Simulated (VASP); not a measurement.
CoO, 2 atoms in the cell. Symmetry: R-3m, No. 166, trigonal system. Conventional cell: a = 3.122 Å, b = 3.122 Å, c = 7.162 Å, α = 90.00°, β = 90.00°, γ = 120.00°. Within 3.0 Å of Co (site symmetry -3m) lie 6 O at 2.16 Å and 6 Co at 2.99 Å. O (site symmetry -3m) has 6 Co at 2.16 Å and 6 O at 2.99 Å within 3.0 Å. 

```yaml
Program: VASP 6.6.1
Task: single point
Functional: PBE
Potentials_or_basis: VASP PAW PBE potentials, release 64 (Co, O)
Cutoff: 520 eV
k_mesh: 18 × 18 × 18
Occupations: gaussian, width 0.1 eV
Spin: collinear spin, ferromagnetic start
Starting_moments: "[2.7, 0.34] μB"
Dipole_correction: no
Further_INCAR_settings: ALGO = Normal; EDIFF = 1e-06; NBANDS = 18
```

Potentials or basis: VASP PAW PBE potentials, release 64 (Co, O).

Command:

```bash
$ cat potpaw_PBE.64/Co/POTCAR potpaw_PBE.64/O/POTCAR > POTCAR
$ mpirun -np 1 vasp_std > vasp.out
```

Hardware: 1 thread of Intel(R) Xeon(R) 6975P-C (Granite Rapids), on a shared host.

**Question.** How long does it take, and how much memory?

**Answer.** Wall time 2.8 min on 1 thread of Intel(R) Xeon(R) 6975P-C (Granite Rapids), on a shared host, peak memory 0.41 GiB. Counts: scf iterations 17, k points 580.
